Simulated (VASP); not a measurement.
NiO2, 3 atoms in the cell. It takes space group P-3m1 (No. 164, trigonal). The conventional cell has a = 2.848 Å, b = 2.848 Å, c = 3.959 Å, α = 90.00°, β = 90.00°, γ = 120.00°. Within 2.5 Å of Ni (site symmetry -3m) lie 6 O at 1.90 Å. Within 2.5 Å of O (site symmetry 3m) lie 3 Ni at 1.90 Å.  This cell differs from its parent crystal: c/a of the conventional cell at fixed volume 1.3905.

| Item | Value |
| --- | --- |
| Program | VASP 6.6.1 |
| Task | single point |
| Functional | LDA |
| Potentials or basis | VASP PAW LDA potentials, release 64 (Ni, O) |
| Cutoff | 520 eV |
| k mesh | 12 × 12 × 6 |
| Occupations | gaussian, width 0.05 eV |
| Spin | no spin polarisation |
| Dipole correction | no |
| Further INCAR settings | ALGO = Normal; EDIFF = 1e-07; NBANDS = 18 |

Potentials or basis: VASP PAW LDA potentials, release 64 (Ni, O).

The run is started by

```console
$ cat potpaw_LDA.64/Ni/POTCAR potpaw_LDA.64/O/POTCAR > POTCAR
$ mpirun -np 1 vasp_std > vasp.out
```

Hardware: 1 thread of Intel(R) Xeon(R) Platinum 8375C CPU @ 2.90GHz (Ice Lake), with other jobs on the host.

Q: Estimate the wall time of this run.

A: It took 67 s on 1 thread of Intel(R) Xeon(R) Platinum 8375C CPU @ 2.90GHz (Ice Lake) (shared host), peak memory 0.16 GiB. Counts: scf iterations 16, k points 100.
